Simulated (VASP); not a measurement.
Au:

```xyz
1
Lattice="0.0000 2.0783 2.0783 2.0783 0.0000 2.0783 2.0783 2.0783 0.0000" Properties=species:S:1:pos:R:3 pbc="T T T"
Au    0.0000    0.0000    0.0000
```

* Program: VASP 6.6.1
* Task: relaxation of cell and atoms
* Functional: RPBE
* Potentials or basis: VASP PAW PBE potentials, release 64 (Au)
* Cutoff: 600 eV
* k mesh: 18 × 18 × 18
* Occupations: fermi-dirac, width 0.05 eV
* Spin: no spin polarisation

At the start: pressure 3.8 GPa; volume 17.95 Å³/atom.

Question: How do energy, volume and symmetry change on relaxing?

Answer: Over 3 steps the energy falls by 6.0 meV/atom and the volume is 18.48 Å³/atom (+2.9 %); space group Fm-3m (No. 225, to 0.1 Å) before and after.

Step by step:
| step | energy change (eV) | largest force (eV/Å) | pressure (GPa) | volume (Å³) |
| --- | --- | --- | --- | --- |
| 1 | 0.0000 | 0.0000 | 3.84 | 17.95 |
| 2 | 0.0013 | 0.0000 | -3.62 | 19.09 |
| 3 | -0.0060 | 0.0000 | -0.01 | 18.48 |

Final structure:
```cif
data_structure
_symmetry_space_group_name_H-M 'P 1'
_symmetry_Int_Tables_number 1
_cell_length_a 2.9675
_cell_length_b 2.9675
_cell_length_c 2.9675
_cell_angle_alpha 60.000
_cell_angle_beta 60.000
_cell_angle_gamma 60.000
_cell_volume 18.48
loop_
_atom_site_label
_atom_site_type_symbol
_atom_site_fract_x
_atom_site_fract_y
_atom_site_fract_z
_atom_site_occupancy
Au1 Au 0.00000 0.00000 0.00000 1
```

Caveat: the PAW data sets were made with another functional, which shifts forces and pressure a little.
